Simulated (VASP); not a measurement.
Write the native input for VASP 6.6.1 that does the following.

* Task: single point
* Functional: PBE
* Potentials or basis: VASP PAW PBE potentials, release 64 (Tm_3, I), 4f in core
* Cutoff: 500 eV
* k mesh: 4 × 4 × 8
* Occupations: gaussian, width 0.1 eV
* Spin: no spin polarisation
* Dipole correction: no
* Further INCAR settings: ALGO = Normal; EDIFF = 1e-06; NBANDS = 26

The structure of TmI4 lies in POSCAR:

```
TmI4
1.0
    5.3434335203     -5.6712057549      0.0000000000
    5.3434335203      5.6712057549      0.0000000000
    0.0000000000      0.0000000000      4.0198494793
Tm I
1 4
Direct
    0.0000000000      0.0000000000      0.0000000000
    0.8059812546      0.1940187454      0.5000000000
    0.1940187454      0.8059812546      0.5000000000
    0.2803069305      0.2803069305      0.0000000000
    0.7196930695      0.7196930695      0.0000000000
```

These files were run (other wordings do the same):

INCAR

```
SYSTEM = TmI4
  ALGO = Normal
  EDIFF = 1E-6
  ENCUT = 500
  GGA = PE
  GGA_COMPAT = .False.
  ISIF = 2
  ISMEAR = 0
  LASPH = .True.
  LCHARG = .True.
  LELF = .True.
  LMAXMIX = 6
  LREAL = .False.
  LVHAR = .True.
  LWAVE = .False.
  NBANDS = 26
  NELM = 200
  PREC = Accurate
  SIGMA = 0.1
```

KPOINTS

```
k-points
0
Gamma
  4 4 8
  0 0 0
```

Potentials or basis: VASP PAW PBE potentials, release 64 (Tm_3, I), 4f in core.

Launch:

```sh
$ cat potpaw_PBE.64/Tm_3/POTCAR potpaw_PBE.64/I/POTCAR > POTCAR
$ mpirun -np 1 vasp_std > vasp.out
```

Results of the run:

```
Pressure               : 0.1 GPa
Largest force          : 0.033 eV/Å
Band gap on the k mesh : zero (an odd number of electrons rules out a gap without spin polarisation)
```

Caveat: spin-orbit coupling is left out, which moves the levels of the heavy elements; this functional lacks dispersion, which binds layers or chains, so the pressure and a relaxed spacing across them are unreliable; the 4f electrons are frozen in the core, so they carry no moment and show no levels; an odd number of electrons without spin polarisation forces a metal; a magnetic or distorted state may lie lower; the run has no spin polarisation, though such a crystal can be magnetic.

Wall time 2.1 min on 1 thread of AMD EPYC 9R45 96-Core Processor (Zen 5), with other jobs on the host, peak memory 0.39 GiB.
